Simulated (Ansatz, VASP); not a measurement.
## One calculation of TiC, two programs

The input INCAR:

```
ALGO = Normal ; EDIFF = 1E-6
EDIFFG = -0.005 ; ENCUT = 600
GGA = RP ; IBRION = 2
ISIF = 3 ; ISMEAR = -1
LASPH = True ; LCHARG = False
LREAL = False ; LWAVE = False
NELM = 60 ; NSW = 80
PREC = Accurate ; SIGMA = 0.05
```

The input KPOINTS:

```
k-points
0
Gamma
  11 11 11
```

POSCAR

```
TiC
1.0
    0.0000000000      2.1657188437      2.1657188437
    2.1657188437      0.0000000000      2.1657188437
    2.1657188437      2.1657188437      0.0000000000
Ti C
1 1
Direct
    0.0000000000      0.0000000000      0.0000000000
    0.5000000000      0.5000000000      0.5000000000
```

File input.yaml:

```yaml
crystal:
  lattice:
    - [0.0, 2.1657188437, 2.1657188437]
    - [2.1657188437, 0.0, 2.1657188437]
    - [2.1657188437, 2.1657188437, 0.0]
  atoms:
    - { symbol: Ti, position: [0.0, 0.0, 0.0] }
    - { symbol: C, position: [0.5, 0.5, 0.5] }
kpoints:
  mp_grid: { grid: [11, 11, 11] }
scf:
  occupations: { method: fermi_dirac, width: 0.05 }
hamiltonian:
  xc: rpbe
  pseudopotentials: { kind: all_electron, lapw: { basis_error: 0.001 } }
output:
  forces: true
  stress: true
relax:
  f_tol: 0.005
  max_steps: 60
  cell: {}
```

Alike in both runs: task relaxation of cell and atoms; functional RPBE; k mesh 11 × 11 × 11; occupations fermi-dirac, width 0.05 eV; no spin polarisation.

|  | VASP | Ansatz |
| --- | --- | --- |
| version | VASP 6.6.1 | Ansatz 0.2.0 |
| potentials or method | VASP PAW PBE potentials, release 64 (Ti_sv, C), cutoff 600 eV | all-electron LAPW, scalar-relativistic |

```csv
,VASP,Ansatz,Ansatz less VASP
relaxed volume (Å³/atom),10.36,10.35,-0.008
relaxed cell length with the largest relative difference (Å),3.083,3.082,-0.0008
```

VASP's potentials were made for PBE, not for RPBE. Ansatz ran all-electron here, and VASP with PAW potentials.
